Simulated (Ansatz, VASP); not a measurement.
**Ag in VASP and in Ansatz**

INCAR

```
SYSTEM = Ag
PREC = Accurate
ENCUT = 520
EDIFF = 1E-6
ISMEAR = -1
SIGMA = 0.1
LREAL = .FALSE.
LASPH = .TRUE.
NELM = 60
ALGO = Normal
ISIF = 2
LWAVE = .FALSE.
LCHARG = .TRUE.
GGA = PS
LELF = .TRUE.
LVHAR = .TRUE.
NBANDS = 24
```

The input KPOINTS:

```
regular mesh
0
G
  9 9 13
  0 0 0
```

The input POSCAR:

```
Ag
1.0
    4.5540460458      0.0000000000      0.0000000000
   -2.2770230229      3.9439195656      0.0000000000
    0.0000000000      0.0000000000      2.7286220725
Ag
3
Direct
    0.0000000000      1.0000000000      0.0000000000
    0.3333333333      0.6666666667      0.5000000000
    0.6666666667      0.3333333333      0.5000000000
```

Input for Ansatz:

```yaml
crystal:
  lattice:
    - [4.5540460458, 0.0, 0.0]
    - [-2.2770230229, 3.9439195656, 0.0]
    - [0.0, 0.0, 2.7286220725]
  atoms:
    - { symbol: Ag, position: [0.0, 1.0, 0.0] }
    - { symbol: Ag, position: [0.3333333333, 0.6666666667, 0.5] }
    - { symbol: Ag, position: [0.6666666667, 0.3333333333, 0.5] }
hamiltonian:
  xc: pbesol
  pseudopotentials:
    kind: paw
    azcp:
      Ag: "pseudopotentials/Ag.paw.azcp"
basis:
  ecutwfc: 420
  fft_grid_basis: typed
kpoints:
  mp_grid: { grid: [9, 9, 13], shift: [0, 0, 0] }
magnetization:
  spin_polarized: false
scf:
  occupations: { method: fermi_dirac, width: 0.1 }
  lower_state_search: "off"
output:
  stress: true
  write_density: true
  write_potential: true
  elf: true
  volumetric_format: npy
```

Alike in both runs: task single point; functional PBEsol; k mesh 9 × 9 × 13; occupations fermi-dirac, width 0.1 eV; no spin polarisation.

|  | VASP | Ansatz |
| --- | --- | --- |
| version | VASP 6.6.1 | Ansatz 0.2.0 |
| potentials or method | VASP PAW PBE potentials, release 64 (Ag), cutoff 520 eV | plane waves (420 eV) with PAW, scalar-relativistic |
| valence electrons in the cell | 33 | 57 |

VASP gave:

| Quantity | Value |
| --- | --- |
| pressure (GPa) | 4.9 |
| traceless stress, the component that is largest in VASP (GPa) | -0.33 |

**Question.** Estimate Ansatz's values.

**Answer.** Pressure (GPa): 5.2; traceless stress, the component that is largest in VASP (GPa): -0.34.

VASP's potentials were made for PBE, not for PBEsol, and Ansatz warns of the same on its side. VASP's potentials hold 33 valence electrons a cell and Ansatz's 57, so a difference there can come from the potentials and not from the codes.
